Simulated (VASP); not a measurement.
A run of VASP 6.6.1 is set up as follows.

Contents of INCAR:

```
SYSTEM = AlN
PREC = Accurate
ENCUT = 520
EDIFF = 1E-7
ISMEAR = 0
SIGMA = 0.05
LREAL = .False.
LASPH = .True.
NELM = 60
ALGO = Normal
ISIF = 2
LWAVE = .False.
LCHARG = .False.
GGA = PS
NBANDS = 16
```

Contents of KPOINTS:

```
Automatic mesh
0
Gamma
  9 9 6
  0 0 0
```

POSCAR

```
AlN
1.0
    3.3908462002      0.0000000000      0.0000000000
   -1.6954231001      2.9365589497      0.0000000000
    0.0000000000      0.0000000000      3.9245653921
Al N
2 2
Direct
    0.3333333333      0.6666666667      0.7500000000
    0.6666666667      0.3333333333      0.2500000000
    0.3333333333      0.6666666667      0.2500000000
    0.6666666667      0.3333333333      0.7500000000
```

Potentials or basis: VASP PAW PBE potentials, release 64 (Al, N).

Run with:

```bash
$ cat potpaw_PBE.64/Al/POTCAR potpaw_PBE.64/N/POTCAR > POTCAR
$ mpirun -np 1 vasp_std > vasp.out
```

(1) Predict the pressure.

(2) Estimate the band gap on the k mesh.

Results:

(1) 0.7 GPa.

(2) 3.56 eV, direct.

Caveat: the PAW data sets were made with another functional, which shifts forces and pressure a little.
